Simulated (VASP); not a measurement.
In, 2 atoms in the cell. The structure is hexagonal, space group P6_3/mmc (No. 194). The conventional cell has a = 3.354 Å, b = 3.354 Å, c = 5.451 Å, α = 90.00°, β = 90.00°, γ = 120.00°. Within 4.4 Å of In (site symmetry -6m2) lie 12 In at 3.34 to 3.35 Å.  This cell differs from its parent crystal: volume scaled by 0.96.

- Program: VASP 6.6.1
- Task: single point
- Functional: PBE
- Potentials or basis: VASP PAW PBE potentials, release 64 (In_d)
- Cutoff: 520 eV
- k mesh: 12 × 12 × 7
- Occupations: fermi-dirac, width 0.1 eV
- Spin: no spin polarisation
- Dipole correction: no
- Further INCAR settings: ALGO = Normal; EDIFF = 1e-07; NBANDS = 20

Potentials or basis: VASP PAW PBE potentials, release 64 (In_d).

Command:

```console
$ cat potpaw_PBE.64/In_d/POTCAR > POTCAR
$ mpirun -np 1 vasp_std > vasp.out
```

Hardware: 1 thread of Intel(R) Xeon(R) 6975P-C (Granite Rapids) (shared host).

**Question.** How long does it take, and how much memory?

**Answer.** Run time: 33 s on 1 thread of Intel(R) Xeon(R) 6975P-C (Granite Rapids) (shared host), peak memory 0.2 GiB. Counts: scf iterations 13, k points 76.
